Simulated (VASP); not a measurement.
Here is a VASP 6.6.1 calculation.

Contents of INCAR:

```
SYSTEM = PdPt2Se3
  PREC = Accurate
  ENCUT = 520
  EDIFF = 1E-6
  ISMEAR = 0
  SIGMA = 0.1
  LREAL = .FALSE.
  LASPH = .TRUE.
  NELM = 80
  ALGO = Normal
  ISIF = 2
  LWAVE = .FALSE.
  LCHARG = .FALSE.
  GGA = PE
  NBANDS = 33
```

KPOINTS

```
regular mesh
0
G
  4 4 4
  0 0 0
```

The input POSCAR:

```
PdPt2Se3
1.0
    5.0910910146      0.0000000000      0.0000000000
    0.0000000000      5.0910910146      0.0000000000
    0.0000000000      0.0000000000      7.1126487749
Pd Pt Se
1 2 3
Direct
    0.5000000000      0.5000000000      0.0000000000
    0.0000000000      0.5000000000      0.0000000000
    0.5000000000      0.0000000000      0.0000000000
    0.5000000000      0.5000000000      0.3330761001
    0.5000000000      0.5000000000      0.6669238999
    0.0000000000      0.0000000000      0.0000000000
```

Potentials or basis: VASP PAW PBE potentials, release 64 (Pd, Pt, Se).

The run is started by

```bash
$ cat potpaw_PBE.64/Pd/POTCAR potpaw_PBE.64/Pt/POTCAR potpaw_PBE.64/Se/POTCAR > POTCAR
$ mpirun -np 1 vasp_std > vasp.out
```

Task: Estimate the pressure.

Result: 0.0 GPa.

Task: What does it give for the largest force?

Result: 0.004 eV/Å.

Task: What does it give for the band gap on the k mesh?

Result: Zero (bands 24 and 25 overlap by 0.73 eV).

Forces on the atoms (eV/Å):
```
Pd   0.000  0.000  0.000
Pt   0.000  0.000  0.000
Pt   0.000  0.000  0.000
Se   0.000  0.000  0.004
Se   0.000  0.000 -0.004
Se   0.000  0.000  0.000
```

Caveat: spin-orbit coupling is left out, which moves the levels of the heavy elements.
